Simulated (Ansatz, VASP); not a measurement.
**One calculation of Se, two programs**

Contents of INCAR:

```
SYSTEM = Se
PREC = Accurate
ENCUT = 520
EDIFF = 1E-7
ISMEAR = -1
SIGMA = 0.01
LREAL = .False.
LASPH = .True.
NELM = 100
ALGO = Normal
ISIF = 2
LWAVE = .False.
LCHARG = .True.
GGA = PS
LELF = .True.
LVHAR = .True.
NBANDS = 27
```

File KPOINTS:

```
Automatic mesh
0
Gamma
  6 6 6
  0 0 0
```

Contents of POSCAR:

```
Se
1.0
    5.6809998619      3.2799267995      1.5058566000
   -5.6809998619      3.2799267995      1.5058566000
    0.0000000000     -6.5598535991      1.5058566000
Se
6
Direct
    0.2806600000      0.1625100000      0.9181800000
    0.9181800000      0.2806600000      0.1625100000
    0.1625100000      0.9181800000      0.2806600000
    0.7193400000      0.8374900000      0.0818200000
    0.0818200000      0.7193400000      0.8374900000
    0.8374900000      0.0818200000      0.7193400000
```

Input for Ansatz:

```yaml
crystal:
  lattice:
    - [5.6809998619, 3.2799267995, 1.5058566]
    - [-5.6809998619, 3.2799267995, 1.5058566]
    - [0.0, -6.5598535991, 1.5058566]
  atoms:
    - { symbol: Se, position: [0.28066, 0.16251, 0.91818] }
    - { symbol: Se, position: [0.91818, 0.28066, 0.16251] }
    - { symbol: Se, position: [0.16251, 0.91818, 0.28066] }
    - { symbol: Se, position: [0.71934, 0.83749, 0.08182] }
    - { symbol: Se, position: [0.08182, 0.71934, 0.83749] }
    - { symbol: Se, position: [0.83749, 0.08182, 0.71934] }
kpoints:
  mp_grid: { grid: [6, 6, 6] }
  band_path:
    path:
      - [0.0, 0.0, 0.0]
      - [0.5, 0.0, 0.0]
      - [0.5, -0.5, 0.5]
      - [0.2017974376, -0.7982025624, 0.2017974376]
      - [0.2017974376, 0.2017974376, 0.2017974376]
      - [0.0, 0.0, 0.0]
      - [0.5, -0.5, 0.0]
    npoints: 5
scf:
  occupations: { method: fermi_dirac, width: 0.01 }
hamiltonian:
  xc: pbesol
  pseudopotentials: { kind: all_electron, lapw: { basis_error: 0.001 } }
output:
  forces: true
  stress: true
  eigenvalues: true
```

Change from the starting cell: zz strain of +2 %.

Alike in both runs: task single point; functional PBEsol; k mesh 6 × 6 × 6; occupations fermi-dirac, width 0.01 eV; no spin polarisation.

```csv
,VASP,Ansatz
version,VASP 6.6.1,Ansatz 0.2.0
potentials or method,"VASP PAW PBE potentials, release 64 (Se), cutoff 520 eV","all-electron LAPW, scalar-relativistic"
```

Ansatz gave:

| Quantity | Value |
| --- | --- |
| gap on the k mesh at the Fermi level (eV) | 1.23 |
| pressure (GPa) | -0.5 |
| traceless stress, the component that is largest in VASP (GPa) | 0.18 |
| rms of the force components (eV/Å) | 0.129 |

Which values does VASP return?

gap on the k mesh at the Fermi level (eV): 1.22; pressure (GPa): -0.4; traceless stress, the component that is largest in VASP (GPa): 0.11; rms of the force components (eV/Å): 0.153.

VASP's potentials were made for PBE, not for PBEsol. Atom by atom the forces differ by 0.031 eV/Å (rms over components). Ansatz ran all-electron here, and VASP with PAW potentials.
